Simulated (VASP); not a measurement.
# Al7Ni8 (a cell with a defect) in VASP: further runs

Al7Ni8 (a cell with a defect) is run at these levels: PBE; tasks: single point, relaxation of the atoms.

Program: VASP 6.6.1. These are calculated values, not measurements. Logs are shortened: lines on timing, memory, paths and dates and some standing lists are left out, and cuts for length are marked.

### 1 The cell of the first run

The cell holds a defect, 15 atoms: a = 5.784 Å, b = 5.784 Å, c = 5.784 Å, α = 90.00°, β = 90.00°, γ = 90.00°.

### 2 Single point, PBE

Contents of INCAR:

```
  ALGO = Normal
  EDIFF = 1E-6
  ENCUT = 520
  GGA = PE
  ISIF = 2
  ISMEAR = 1
  LASPH = True
  LCHARG = False
  LREAL = Auto
  LWAVE = False
  NBANDS = 64
  NELM = 100
  PREC = Accurate
  SIGMA = 0.1
```

Contents of KPOINTS:

```
k-points
0
Gamma
  3 3 3
```

Contents of POSCAR:

```
Al7Ni8
1.0
    5.7836525300      0.0000000000      0.0000000000
    0.0000000000      5.7836525300      0.0000000000
    0.0000000000      0.0000000000      5.7836525300
Ni Al
8 7
Direct
    0.0016181816      0.0000606883      0.0000025935
    0.0015905174      0.0000653566      0.5016713893
    0.0015944941      0.4980907800     -0.0001946867
    0.0016040037      0.4981998806      0.5017344982
    0.4996972043      0.0003423442     -0.0003333534
    0.4998073423      0.0001789527      0.5018162804
    0.4998554088      0.4981004625     -0.0001844855
    0.4998841104      0.4981640901      0.5017286196
    0.2507059324      0.2491235413      1.2508597227
    0.2508191826      0.7490785412      0.2507692142
    0.2507351527      0.7490543350      0.7507760844
    0.7507038117      0.2491283825      0.2508776232
    0.7508118749      0.2491316677      0.7507181625
    0.7506465815      0.7491606692      0.2507536531
    0.7507648458      0.7492426244      0.7507983886
```

Potentials or basis: VASP PAW PBE potentials, release 64 (Ni, Al).

Launch:

```sh
> cat potpaw_PBE.64/Ni/POTCAR potpaw_PBE.64/Al/POTCAR > POTCAR
> mpirun -np 1 vasp_std > vasp.out
```

OUTCAR:

```text
EDIFF = 1E-6
   ENCUT = 520
   GGA = PE
   ISIF = 2
   ISMEAR = 1
   LASPH = True
   LREAL = Auto
   NELM = 100
   PREC = Accurate

 ion  position               nearest neighbor table
   1  0.002  0.000  0.000-   9 2.50  13 2.50  11 2.50  12 2.51  15 2.51  10 2.51  14 2.51   3 2.88
                             5 2.88   2 2.88   2 2.90   5 2.90   3 2.90
   2  0.002  0.000  0.502-  13 2.50   9 2.50  11 2.50  12 2.51  15 2.51  10 2.51  14 2.51   4 2.88
                             6 2.88   1 2.88   1 2.90   6 2.90   4 2.90
   3  0.002  0.498  1.000-  13 2.50  11 2.50   9 2.50  12 2.51  15 2.51  10 2.51  14 2.51   1 2.88
                             4 2.88   7 2.88   7 2.90   4 2.90   1 2.90
   4  0.002  0.498  0.502-  13 2.50  11 2.50   9 2.50  12 2.51  15 2.51  10 2.51  14 2.51   3 2.88
                             2 2.88   8 2.88   8 2.90   2 2.90   3 2.90
   5  0.500  0.000  1.000-  13 2.50   9 2.50  11 2.50  12 2.51  15 2.51  10 2.51  14 2.52   7 2.88
                             6 2.88   1 2.88   1 2.90   6 2.90   7 2.90
   6  0.500  0.000  0.502-  13 2.50   9 2.50  11 2.50  12 2.51  15 2.51  10 2.51  14 2.51   5 2.88
                             8 2.88   2 2.88   2 2.90   8 2.90   5 2.90
   7  0.500  0.498  1.000-  13 2.50  11 2.50   9 2.50  12 2.51  10 2.51  15 2.51  14 2.51   5 2.88
                             8 2.88   3 2.88   3 2.90   8 2.90   5 2.90
   8  0.500  0.498  0.502-  13 2.50  11 2.50   9 2.50  12 2.51  10 2.51  15 2.51  14 2.51   6 2.88
                             7 2.88   4 2.88   4 2.90   7 2.90   6 2.90
   9  0.251  0.249  0.251-   5 2.50   2 2.50   6 2.50   1 2.50   4 2.50   8 2.50   3 2.50   7 2.50
                            10 2.89  12 2.89  12 2.89  10 2.89
  10  0.251  0.749  0.251-   8 2.51   1 2.51   7 2.51   4 2.51   2 2.51   6 2.51   3 2.51   5 2.51
                            14 2.89   9 2.89  11 2.89  11 2.89   9 2.89  14 2.89
  11  0.251  0.749  0.751-   4 2.50   8 2.50   7 2.50   3 2.50   5 2.50   6 2.50   2 2.50   1 2.50
                            15 2.89  10 2.89  10 2.89  15 2.89
  12  0.751  0.249  0.251-   8 2.51   2 2.51   6 2.51   4 2.51   1 2.51   7 2.51   3 2.51   5 2.51
                            13 2.89  14 2.89   9 2.89   9 2.89  14 2.89  13 2.89
  13  0.751  0.249  0.751-   3 2.50   4 2.50   5 2.50   6 2.50   2 2.50   8 2.50   7 2.50   1 2.50
                            12 2.89  15 2.89  15 2.89  12 2.89
  14  0.751  0.749  0.251-   1 2.51   8 2.51   2 2.51   7 2.51   4 2.51   6 2.51   3 2.51   5 2.52
                            10 2.89  15 2.89  12 2.89  12 2.89  15 2.89  10 2.89
  15  0.751  0.749  0.751-   2 2.51   1 2.51   6 2.51   4 2.51   3 2.51   8 2.51   5 2.51   7 2.51
                            13 2.89  14 2.89  11 2.89  11 2.89  14 2.89  13 2.89

  LATTYP: Found a simple cubic cell.
 ALAT       =     5.7836525300

  Lattice vectors:

 A1 = (   5.7836525300,   0.0000000000,   0.0000000000)
 A2 = (   0.0000000000,   5.7836525300,   0.0000000000)
 A3 = (   0.0000000000,   0.0000000000,   5.7836525300)

Analysis of symmetry for initial positions (statically):
[... 166 lines left out ...]
   LHFCALC =     F    Hartree Fock is set to
   AEXX    =    0.0000 exact exchange contribution
   IVDW    =     0    specifies the selected vdW correction
   LEPSILON=     F    determine dielectric tensor
   LRPA    =     F    only Hartree local field effects (RPA)
 non-spin polarized calculation
 Methfessel and Paxton  Order N= 1 SIGMA  =   0.10
  energy-cutoff  :      520.00
  volume of cell :      193.47
 maximum number of plane-waves:      5213
 NGX is ok and might be reduce to    48
   NGX = 21   NGY = 21   NGZ = 21

 number of electron     101.0000078 magnetization

 Free energy of the ion-electron system (eV)
  ---------------------------------------------------
  ext. energy  EPLUGINS =         0.00000000
  ---------------------------------------------------
  free energy    TOTEN  =       -77.93773158 eV

  energy without entropy =      -77.90726741  energy(sigma->0) =      -77.92757686

 E-fermi :   8.9252     XC(G=0): -11.6622

 val. band max:        8.9094470155   @ k =   0.0000  -0.3333   0.3333
 cond. band min:       8.9455470588   @ k =   0.3333   0.0000   0.3333
 fundamental gap:      0.0361000433
 Fermi energy:         8.9252498108

 k-point     1 :       0.0000    0.0000    0.0000
  band No.  band energies     occupation
      1      -1.7792      2.00000
      2       2.1102      2.00000
      3       2.1104      2.00000
      4       2.5160      2.00000
      5       2.5161      2.00000
      6       2.5162      2.00000
[... 899 lines left out ...]
     61      12.3237      0.00000
     62      13.3137      0.00000
 [bands above 62 left out]

------------------------ aborting loop because EDIFF is reached ----------------------------------------

  FORCE on cell =-STRESS in cart. coord.  units (eV):
  Direction    XX          YY          ZZ          XY          YZ          ZX
  --------------------------------------------------------------------------------------
  -------------------------------------------------------------------------------------
  Total       -5.0120005     -5.0173442     -5.0134377      0.0130441      0.0068343     -0.0063281
  in kB      -41.5064035    -41.5506568    -41.5183059      0.1080235      0.0565976     -0.0524059
  external PRESSURE =     -41.5251220 kB  Pullay stress =       0.0000000 kB

 VOLUME and BASIS-vectors are now :
 -----------------------------------------------------------------------------
  energy-cutoff  :      520.00
  volume of cell :      193.47
      direct lattice vectors                 reciprocal lattice vectors
     5.783652530  0.000000000  0.000000000     0.172901120  0.000000000  0.000000000
     0.000000000  5.783652530  0.000000000     0.000000000  0.172901120  0.000000000
     0.000000000  0.000000000  5.783652530     0.000000000  0.000000000  0.172901120

 POSITION                                       TOTAL-FORCE (eV/Angst)
 -----------------------------------------------------------------------------------
      0.00936      0.00035      0.00001        -0.002706     -0.005778      0.001471
      0.00920      0.00038      2.90149        -0.001095     -0.007760     -0.005120
      0.00922      2.88078      5.78253        -0.002684      0.009838      0.007169
      0.00928      2.88141      2.90186        -0.002913      0.008158     -0.006583
      2.89007      0.00198      5.78172         0.004715     -0.011789      0.008877
      2.89071      0.00104      2.90233         0.001894     -0.009040     -0.007141
      2.89099      2.88084      5.78259         0.002706      0.007954      0.004922
      2.89116      2.88121      2.90182         0.001632      0.008382     -0.004978
      1.45000      1.44084      1.45089         0.000551      0.001726     -0.000601
      1.45065      4.33241      1.45036        -0.001934      0.001429     -0.000019
      1.45017      4.33227      4.34223        -0.001393      0.001503      0.001157
      4.34181      1.44087      1.45099         0.000743     -0.000381     -0.003991
      4.34243      1.44089      4.34189         0.000537      0.000357      0.003575
      4.34148      4.33288      1.45027         0.000861     -0.000409     -0.000604
      4.34216      4.33336      4.34236        -0.000913     -0.004190      0.001866
 -----------------------------------------------------------------------------------
    total drift:                                0.000441     -0.001840      0.000317

  FREE ENERGIE OF THE ION-ELECTRON SYSTEM (eV)
  ---------------------------------------------------
  free  energy   TOTEN  =       -77.9377315817 eV

  energy  without entropy=      -77.9072674074  energy(sigma->0) =      -77.92757686
```

OSZICAR:

```text
N       E                     dE             d eps       ncg     rms          rms(c)
DAV:   1     0.701536379191E+03    0.70154E+03   -0.41319E+04  1792   0.179E+03
DAV:   2    -0.217928550059E+02   -0.72333E+03   -0.69772E+03  1792   0.393E+02
DAV:   3    -0.870230866996E+02   -0.65230E+02   -0.60422E+02  1936   0.144E+02
[... 11 lines left out ...]
DAV:  15    -0.779377474770E+02    0.44206E-05   -0.17920E-04  2176   0.229E-01    0.650E-02
DAV:  16    -0.779377448463E+02    0.26307E-05   -0.38209E-05  2336   0.101E-01    0.360E-02
DAV:  17    -0.779377403389E+02    0.45074E-05   -0.13893E-05  2112   0.729E-02    0.277E-02
DAV:  18    -0.779377319252E+02    0.84137E-05   -0.25060E-05  2760   0.630E-02    0.590E-03
DAV:  19    -0.779377315817E+02    0.34348E-06   -0.21377E-06  1040   0.184E-02
   1 F= -.77937732E+02 E0= -.77927577E+02  d E =-.304642E-01
```

stdout:

```text
POSCAR found type information on POSCAR NiAl
 POSCAR found :  2 types and      15 ions
 scaLAPACK will be used
 LDA part: xc-table for (Slater+PW92), standard interpolation
 POSCAR, INCAR and KPOINTS ok, starting setup
 FFT: planning ... GRIDC
 FFT: planning ... GRID_SOFT
 FFT: planning ... GRID
 WAVECAR not read
 entering main loop
```

Wall time 4.1 min (1 thread of Intel Xeon Platinum 8488C (Sapphire Rapids), shared host); peak memory 0.38 GiB.

What came out:

- Free energy: -77.9377 eV
- Pressure: -4.2 GPa
- Largest force: 0.015 eV/Å
- Band gap on the k mesh: zero (an odd number of electrons rules out a gap without spin polarisation)

Forces in eV/Å, atoms in the order of the input:
```
Ni  -0.003 -0.006  0.001
Ni  -0.001 -0.008 -0.005
Ni  -0.003  0.010  0.007
Ni  -0.003  0.008 -0.007
Ni   0.005 -0.012  0.009
Ni   0.002 -0.009 -0.007
Ni   0.003  0.008  0.005
Ni   0.002  0.008 -0.005
Al   0.001  0.002 -0.001
Al  -0.002  0.001  0.000
Al  -0.001  0.002  0.001
Al   0.001  0.000 -0.004
Al   0.001  0.000  0.004
Al   0.001  0.000 -0.001
Al  -0.001 -0.004  0.002
```

Caveat: the k points lie up to 0.36 Å⁻¹ apart, too coarse for converged energies and pressures of a metal. Spin polarisation is off, so any magnetic state and its effect on volume and gap are missing.

### 3 Relaxation of the atoms, PBE

Contents of INCAR:

```
SYSTEM = Al7Ni8
PREC = Accurate
ENCUT = 520
EDIFF = 1E-6
ISMEAR = 1
SIGMA = 0.1
LREAL = Auto
LASPH = .TRUE.
NELM = 60
ALGO = Normal
ISIF = 2
LWAVE = .FALSE.
LCHARG = .FALSE.
GGA = PE
IBRION = 2
NSW = 90
EDIFFG = -0.02
```

Contents of KPOINTS:

```
Automatic mesh
0
G
  3 3 3
  0 0 0
```

Contents of POSCAR:

```
Al7Ni8
1.0
    5.7836525300      0.0000000000      0.0000000000
    0.0000000000      5.7836525300      0.0000000000
    0.0000000000      0.0000000000      5.7836525300
Ni Al
8 7
Direct
    0.0000000000      0.0000000000      0.0000000000
    0.0000000000      0.0000000000      0.5000000000
    0.0000000000      0.5000000000      0.0000000000
    0.0000000000      0.5000000000      0.5000000000
    0.5000000000      0.0000000000      0.0000000000
    0.5000000000      0.0000000000      0.5000000000
    0.5000000000      0.5000000000      0.0000000000
    0.5000000000      0.5000000000      0.5000000000
    0.2500000000      0.2500000000      0.7500000000
    0.2500000000      0.7500000000      0.2500000000
    0.2500000000      0.7500000000      0.7500000000
    0.7500000000      0.2500000000      0.2500000000
    0.7500000000      0.2500000000      0.7500000000
    0.7500000000      0.7500000000      0.2500000000
    0.7500000000      0.7500000000      0.7500000000
```

Potentials or basis: VASP PAW PBE potentials, release 64 (Ni, Al).

Launch:

```sh
> cat potpaw_PBE.64/Ni/POTCAR potpaw_PBE.64/Al/POTCAR > POTCAR
> mpirun -np 1 vasp_std > vasp.out
```

Wall time 2 min (1 thread of Intel Xeon Platinum 8488C (Sapphire Rapids), shared host); peak memory 0.33 GiB.

The run converged. Its results:

```yaml
Free_energy: -77.9379 eV
Energy_gained_by_relaxing: 0.1 meV/atom
Ionic_steps: 3
Pressure_after_relaxing: -4.1 GPa
Band_gap_on_the_k_mesh: zero (an odd number of electrons rules out a gap without spin polarisation)
```

Step by step:
```tsv
step	energy change (eV)	largest force (eV/Å)	pressure (GPa)
1	0.0000	0.0393	-4.01
2	-0.0005	0.0300	-3.98
3	-0.0012	0.0009	-4.06
```

Final structure:
```
Ni Al
1.0
     5.78365    0.00000    0.00000
     0.00000    5.78365    0.00000
     0.00000    0.00000    5.78365
Ni Al
8 7
Direct
  0.00076 0.00076 0.00076
  0.00076 0.00076 0.49924
  0.00076 0.49924 0.00076
  0.00076 0.49924 0.49924
  0.49924 0.00076 0.00076
  0.49924 0.00076 0.49924
  0.49924 0.49924 0.00076
  0.49924 0.49924 0.49924
  0.25000 0.25000 0.75000
  0.25000 0.75000 0.25000
  0.25000 0.75000 0.75000
  0.75000 0.25000 0.25000
  0.75000 0.25000 0.75000
  0.75000 0.75000 0.25000
  0.75000 0.75000 0.75000
```

Levels at points of the mesh, in eV from the Fermi level:
| k point | band 47 | band 48 | band 49 | band 50 | band 51 | band 52 | band 53 | band 54 | band 55 | band 56 |
| --- | --- | --- | --- | --- | --- | --- | --- | --- | --- | --- |
| (0.00, 0.00, 0.00) | -0.99 | -0.99 | -0.96 | -0.96 | -0.51 | -0.51 | -0.51 | 1.56 | 1.56 | 1.56 |

Caveat: the k points lie up to 0.36 Å⁻¹ apart, too coarse for converged energies and pressures of a metal. Spin polarisation is off, so any magnetic state and its effect on volume and gap are missing.

The gap in the log of VASP goes by the Fermi energy; the results here count the filled bands.